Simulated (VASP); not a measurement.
# ZnAs3 (Cmce) in VASP: single point with PBE

Aim: the single point of ZnAs3 with PBE.

All numbers are computed with VASP 6.6.1; they aren't measurements. Logs are shortened: lines on timing, memory, paths and dates and some standing lists are left out, and cuts for length are marked.

### 1 The cell of the first run

Symmetry: Cmce, No. 64, orthorhombic system. The conventional cell has a = 17.226 Å, b = 5.778 Å, c = 5.787 Å, α = 90.00°, β = 90.00°, γ = 90.00°. As (site symmetry 2) has 4 Zn at 2.90 Å and 8 As at 2.94 to 3.05 Å within 3.8 Å. As (site symmetry 2) has 4 Zn at 2.87 Å and 8 As at 2.89 to 3.05 Å within 3.8 Å. As (site symmetry m) has 4 Zn at 2.77 to 3.42 Å and 9 As at 2.94 to 3.11 Å within 3.6 Å. Within 3.6 Å of Zn (site symmetry 2) lie 12 As at 2.77 to 3.42 Å.

### 2 Single point, PBE

INCAR

```
PREC = Accurate ; ENCUT = 520
EDIFF = 1E-6 ; ISMEAR = 1
SIGMA = 0.0137 ; LREAL = Auto
LASPH = True ; NELM = 80
ALGO = Normal ; ISIF = 2
LWAVE = False ; LCHARG = False
GGA = PE ; NBANDS = 68
```

KPOINTS

```
regular mesh
0
Gamma
  5 5 5
```

POSCAR

```
ZnAs3
1.0
    0.0000000000      5.7780960000      0.0000000000
    8.6128290000     -2.8890480000      0.0000000000
    0.0000000000      0.0000000000     -5.7874070000
As Zn
12 4
Direct
    0.1190000000      0.2380000000      0.0000000000
    0.3810000000      0.7620000000      0.5000000000
    0.8810000000      0.7620000000      0.0000000000
    0.6190000000      0.2380000000      0.5000000000
    0.5000000000      0.5000000000      0.7500000000
    0.0000000000      0.5000000000      0.2500000000
    0.5000000000      0.5000000000      0.2500000000
    0.0000000000      0.5000000000      0.7500000000
    0.1900000000      0.0000000000      0.6900000000
    0.3100000000      0.0000000000      0.1900000000
    0.8100000000      0.0000000000      0.3100000000
    0.6900000000      0.0000000000      0.8100000000
    0.3670000000      0.7340000000      0.0000000000
    0.1330000000      0.2660000000      0.5000000000
    0.6330000000      0.2660000000      0.0000000000
    0.8670000000      0.7340000000      0.5000000000
```

Potentials or basis: VASP PAW PBE potentials, release 64 (As, Zn).

Command:

```console
> cat potpaw_PBE.64/As/POTCAR potpaw_PBE.64/Zn/POTCAR > POTCAR
> mpirun -np 1 vasp_std > vasp.out
```

OUTCAR:

```text
PREC = Accurate
   ENCUT = 520
   EDIFF = 1E-6
   ISMEAR = 1
   LREAL = Auto
   LASPH = True
   NELM = 80
   ISIF = 2
   GGA = PE

 ion  position               nearest neighbor table
   1  0.119  0.238  0.000-  15 2.90  15 2.90  14 2.90  14 2.90
   2  0.381  0.762  0.500-  16 2.90  16 2.90  13 2.90  13 2.90
   3  0.881  0.762  0.000-  13 2.90  13 2.90  16 2.90  16 2.90
   4  0.619  0.238  0.500-  14 2.90  14 2.90  15 2.90  15 2.90
   5  0.500  0.500  0.750-  14 2.87  16 2.87  15 2.87  13 2.87   8 2.89   8 2.89   7 2.89   7 2.89

   6  0.000  0.500  0.250-  13 2.87  15 2.87  14 2.87  16 2.87   7 2.89   7 2.89   8 2.89   8 2.89

   7  0.500  0.500  0.250-  14 2.87  16 2.87  15 2.87  13 2.87   6 2.89   6 2.89   5 2.89   5 2.89

   8  0.000  0.500  0.750-  13 2.87  15 2.87  14 2.87  16 2.87   5 2.89   5 2.89   6 2.89   6 2.89

   9  0.190  0.000  0.690-  14 2.77  16 2.77
  10  0.310  0.000  0.190-  13 2.77  15 2.77
  11  0.810  0.000  0.310-  16 2.77  14 2.77
  12  0.690  0.000  0.810-  15 2.77  13 2.77
  13  0.367  0.734  0.000-  10 2.77  12 2.77   6 2.87   8 2.87   7 2.87   5 2.87   3 2.90   3 2.90
                             2 2.90   2 2.90
  14  0.133  0.266  0.500-   9 2.77  11 2.77   5 2.87   7 2.87   6 2.87   8 2.87   4 2.90   4 2.90
                             1 2.90   1 2.90
  15  0.633  0.266  0.000-  12 2.77  10 2.77   6 2.87   8 2.87   7 2.87   5 2.87   1 2.90   1 2.90
                             4 2.90   4 2.90
  16  0.867  0.734  0.500-  11 2.77   9 2.77   5 2.87   7 2.87   6 2.87   8 2.87   2 2.90   2 2.90
                             3 2.90   3 2.90

  LATTYP: Found a base centered orthorhombic cell.
 ALAT       =     5.7780960000
 B/A-ratio  =     2.9811996893
 C/A-ratio  =     1.0016114305

  Lattice vectors:

 A1 = (  -8.6128290000,   2.8890480000,   0.0000000000)
 A2 = (   8.6128290000,   2.8890480000,   0.0000000000)
 A3 = (   0.0000000000,   0.0000000000,  -5.7874070000)

Analysis of symmetry for initial positions (statically):
=====================================================================
 Subroutine PRICEL returns:
 Original cell was already a primitive cell.

 Routine SETGRP: Setting up the symmetry group for a
 base centered orthorhombic supercell.

 Subroutine GETGRP returns: Found  8 space group operations
 (whereof  4 operations were pure point group operations)
 out of a pool of  8 trial point group operations.

The static configuration has the point symmetry C_2h.
 The point group associated with its full space group is D_2h.

Analysis of symmetry for dynamics (positions and initial velocities):
=====================================================================
 Subroutine PRICEL returns:
 Original cell was already a primitive cell.

 Routine SETGRP: Setting up the symmetry group for a
 base centered orthorhombic supercell.

 Subroutine GETGRP returns: Found  8 space group operations
 (whereof  4 operations were pure point group operations)
 out of a pool of  8 trial point group operations.

The dynamic configuration has the point symmetry C_2h.
 The point group associated with its full space group is D_2h.

 Subroutine INISYM returns: Found  8 space group operations
 (whereof  4 operations are pure point group operations),
 and found     1 'primitive' translations

----------------------------------------------------------------------------------------

                                     Primitive cell

  volume of cell :     288.0147

  direct lattice vectors                    reciprocal lattice vectors
     0.000000000  5.778096000  0.000000000     0.058052935  0.173067391  0.000000000
     8.612829000 -2.889048000  0.000000000     0.116105870  0.000000000  0.000000000
     0.000000000  0.000000000 -5.787407000     0.000000000  0.000000000 -0.172788954

  length of vectors
     5.778096000  9.084460453  5.787407000     0.182544419  0.116105870  0.172788954

  position of ions in fractional coordinates (direct lattice)
     0.119000000  0.238000000  0.000000000
     0.381000000  0.762000000  0.500000000
     0.881000000  0.762000000  0.000000000
     0.619000000  0.238000000  0.500000000
     0.500000000  0.500000000  0.750000000
     1.000000000  0.500000000  0.250000000
[... 8 lines left out ...]
     0.633000000  0.266000000  0.000000000
     0.867000000  0.734000000  0.500000000

  ion indices of the primitive-cell ions
   primitive index   ion index
                 1           1
                 2           2
                 3           3
                 4           4
                 5           5
                 6           6
[... 8 lines left out ...]
                15          15
                16          16

----------------------------------------------------------------------------------------

 KPOINTS: regular mesh

Automatic generation of k-mesh.
 Grid dimensions read from file:
 generate k-points for:    5    5    5

 Generating k-lattice:

  Cartesian coordinates                     Fractional coordinates (reciprocal lattice)
     0.011610587  0.034613478  0.000000000     0.200000000 -0.000000000  0.000000000
     0.023221174  0.000000000  0.000000000     0.000000000  0.200000000  0.000000000
     0.000000000  0.000000000 -0.034557791     0.000000000  0.000000000  0.200000000

  Length of vectors
     0.036508884  0.023221174  0.034557791

  Shift w.r.t. Gamma in fractional coordinates (k-lattice)
     0.000000000  0.000000000  0.000000000

 Subroutine IBZKPT returns following result:
 ===========================================

 Found     27 irreducible k-points:

 Following reciprocal coordinates:
            Coordinates               Weight
  0.000000  0.000000  0.000000      1.000000
  0.200000 -0.000000  0.000000      4.000000
  0.400000 -0.000000  0.000000      4.000000
  0.000000  0.200000  0.000000      2.000000
  0.200000  0.200000  0.000000      4.000000
  0.400000  0.200000  0.000000      4.000000
[... 16 lines left out ...]
  0.200000  0.200000  0.400000      8.000000
  0.400000  0.200000  0.400000      8.000000
 [... further k-points ...]
   k-points           NKPTS =     27   k-points in BZ     NKDIM =     27   number of bands    NBANDS=     68
   number of dos      NEDOS =    301   number of ions     NIONS =     16
   total plane-waves  NPLWV = 161280
   dimension x,y,z NGX =    48 NGY =   70 NGZ =   48
   dimension x,y,z NGXF=    96 NGYF=  140 NGZF=   96
   ions per type =              12   4
   NGX,Y,Z   is equivalent  to a cutoff of  13.81, 12.81, 13.79 a.u.
   NGXF,Y,Z  is equivalent  to a cutoff of  27.62, 25.62, 27.58 a.u.
 SYSTEM =  unknown system
   PREC   = accura    normal or accurate (medium, high low for compatibility)
   ISTART =      0    job   : 0-new  1-cont  2-samecut
   ICHARG =      2    charge: 1-file 2-atom 10-const
   ISPIN  =      1    spin polarized calculation?
   LNONCOLLINEAR =      F non collinear calculations
   LSORBIT =      F    spin-orbit coupling
   LASPH  =      T    aspherical Exc in radial PAW
   ENCUT  =  520.0 eV  38.22 Ry    6.18 a.u.  10.74 16.89 10.76*2*pi/ulx,y,z
   NELM   =     80;   NELMIN=  2; NELMDL= -5     # of ELM steps
   EDIFF  = 0.1E-05   stopping-criterion for ELM
   LREAL  =      T    real-space projection
   EDIFFG = 0.1E-04   stopping-criterion for IOM
   NSW    =      0    number of steps for IOM
   IBRION =     -1    ionic relax: 0-MD 1-quasi-New 2-CG
   NFREE  =      0    steps in history (QN), initial steepest desc. (CG)
   ISIF   =      2    stress and relaxation
   ISYM   =      2    0-nonsym 1-usesym 2-fastsym
   POTIM  = 0.5000    time-step for ionic-motion
   TEBEG  =    0.0;   TEEND  =   0.0 temperature during run
   PSTRESS=    0.0 pullay stress
   NELECT =     108.0000    total number of electrons
   NUPDOWN=      -1.0000    fix difference up-down
   EMIN   =  10.00;   EMAX   =-10.00  energy-range for DOS
   EFERMI =   0.00;   METHOD = LEGACY
   ISMEAR =     1;   SIGMA  =   0.01  broadening in eV -4-tet -1-fermi 0-gaus
   EFERMI_NEDOS =   21; number of points for ismear=-14 and -15
   IALGO  =     38    algorithm
   IMIX   =      4    mixing-type and parameters
     AMIX     =   0.40;   BMIX     =  1.00
     AMIX_MAG =   1.60;   BMIX_MAG =  1.00
  volume/ion in A,a.u.               =      18.00       121.48
  Fermi-wavevector in a.u.,A,eV,Ry     =   1.180532  2.230883 18.961849  1.393657
  Thomas-Fermi vector in A             =   2.316823
   LORBIT       =      0    0 simple, 1 ext, 2 COOP (PROOUT), +10 PAW based schemes
   GGA     = PE    functional components
   LHFCALC =     F    Hartree Fock is set to
   AEXX    =    0.0000 exact exchange contribution
   IVDW    =     0    specifies the selected vdW correction
   LEPSILON=     F    determine dielectric tensor
   LRPA    =     F    only Hartree local field effects (RPA)
 non-spin polarized calculation
 Methfessel and Paxton  Order N= 1 SIGMA  =   0.01
  energy-cutoff  :      520.00
  volume of cell :      288.01
 maximum number of plane-waves:      7788
 NGX is ok and might be reduce to    48
   NGX = 21   NGY = 33   NGZ = 21

 number of electron     107.9999988 magnetization

 Free energy of the ion-electron system (eV)
  ---------------------------------------------------
  ext. energy  EPLUGINS =         0.00000000
  ---------------------------------------------------
  free energy    TOTEN  =       -54.58535653 eV

  energy without entropy =      -54.58517982  energy(sigma->0) =      -54.58529763

 E-fermi :   5.8517     XC(G=0): -10.9401

 val. band max:        5.8464477216   @ k =   0.4000   0.2000   0.4000
 cond. band min:       5.8609184797   @ k =   0.0000   0.0000   0.0000
 fundamental gap:      0.0144707581
 Fermi energy:         5.8517185245

 k-point     1 :       0.0000    0.0000    0.0000
  band No.  band energies     occupation
      1      -8.8407      2.00000
      2      -7.5948      2.00000
      3      -6.2350      2.00000
      4      -5.4700      2.00000
      5      -5.3006      2.00000
      6      -5.1687      2.00000
[... 58 lines left out ...]
     65       8.8672      0.00000
     66       9.1967      0.00000

 k-point     2 :       0.2000   -0.0000    0.0000
  band No.  band energies     occupation
      1      -8.6611      2.00000
      2      -7.5081      2.00000
      3      -6.2185      2.00000
      4      -6.0197      2.00000
      5      -5.9323      2.00000
      6      -5.1469      2.00000
[... 58 lines left out ...]
     65       8.8618      0.00000
     66       9.0074      0.00000

 k-point     3 :       0.4000   -0.0000    0.0000
  band No.  band energies     occupation
      1      -8.1306      2.00000
      2      -7.2821      2.00000
      3      -7.2119      2.00000
      4      -6.6715      2.00000
      5      -5.4805      2.00000
      6      -4.9355      2.00000
[... 1438 lines left out ...]
     65       8.2117      0.00000
     66       8.3386      0.00000

 k-point    24 :       0.4000    0.2000    0.4000
  band No.  band energies     occupation
      1      -7.3560      2.00000
      2      -6.9982      2.00000
      3      -6.9808      2.00000
      4      -6.4351      2.00000
      5      -6.1500      2.00000
      6      -5.9233      2.00000
[... 58 lines left out ...]
     65       8.1053      0.00000
     66       8.4643      0.00000

 [... further k-points ...]

 [bands above 66 left out]

------------------------ aborting loop because EDIFF is reached ----------------------------------------

  FORCE on cell =-STRESS in cart. coord.  units (eV):
  Direction    XX          YY          ZZ          XY          YZ          ZX
  --------------------------------------------------------------------------------------
  -------------------------------------------------------------------------------------
  Total        8.8694790      5.0899716      5.7461912      0.0000000      0.0000000      0.0000000
  in kB       49.3394253     28.3146593     31.9650989      0.0000000      0.0000000      0.0000000
  external PRESSURE =      36.5397279 kB  Pullay stress =       0.0000000 kB

 VOLUME and BASIS-vectors are now :
 -----------------------------------------------------------------------------
  energy-cutoff  :      520.00
  volume of cell :      288.01
      direct lattice vectors                 reciprocal lattice vectors
     0.000000000  5.778096000  0.000000000     0.058052935  0.173067391  0.000000000
     8.612829000 -2.889048000  0.000000000     0.116105870  0.000000000  0.000000000
     0.000000000  0.000000000 -5.787407000     0.000000000  0.000000000 -0.172788954

 POSITION                                       TOTAL-FORCE (eV/Angst)
 -----------------------------------------------------------------------------------
      2.04985      0.00000      0.00000        -0.201884     -0.000000     -0.000000
      6.56298      0.00000     -2.89370         0.201884      0.000000     -0.000000
      6.56298      2.88905      0.00000         0.201884      0.000000      0.000000
      2.04985      2.88905     -2.89370        -0.201884     -0.000000      0.000000
      4.30641      1.44452     -4.34056        -0.000000      0.077507      0.000000
      4.30641     -1.44452     -1.44685        -0.000000     -0.077507     -0.000000
[... 8 lines left out ...]
      2.29101      2.88905      0.00000         0.169187     -0.000000      0.000000
      6.32182      2.88905     -2.89370        -0.169187     -0.000000      0.000000
 -----------------------------------------------------------------------------------
    total drift:                               -0.000000      0.000000      0.000000

  FREE ENERGIE OF THE ION-ELECTRON SYSTEM (eV)
  ---------------------------------------------------
  free  energy   TOTEN  =       -54.5853565319 eV

  energy  without entropy=      -54.5851798213  energy(sigma->0) =      -54.58529763
```

It took 7.6 min on 1 thread of Intel Xeon Platinum 8559C (Emerald Rapids), shared host; peak memory 0.58 GiB.

What came out:

* Free energy: -54.5854 eV
* Pressure: 3.7 GPa
* Largest force: 0.347 eV/Å
* Band gap on the k mesh: zero (bands 54 and 55 overlap by 0.72 eV)

Forces on the atoms (eV/Å):
```
As  -0.202  0.000  0.000
As   0.202  0.000  0.000
As   0.202  0.000  0.000
As  -0.202  0.000  0.000
As   0.000  0.078  0.000
As   0.000 -0.078  0.000
As   0.000 -0.078  0.000
As   0.000  0.078  0.000
As   0.000 -0.217  0.271
As   0.000  0.217  0.271
As   0.000  0.217 -0.271
As   0.000 -0.217 -0.271
Zn  -0.169  0.000  0.000
Zn   0.169  0.000  0.000
Zn   0.169  0.000  0.000
Zn  -0.169  0.000  0.000
```

Levels at points of the mesh, in eV from the Fermi level:
```csv
k point,band 52,band 53,band 54,band 55,band 56,band 57
"(0.00, 0.00, 0.00)",-0.41,-0.39,-0.33,-0.27,0.01,0.14
```

Caveat: the cell stands under pressure.
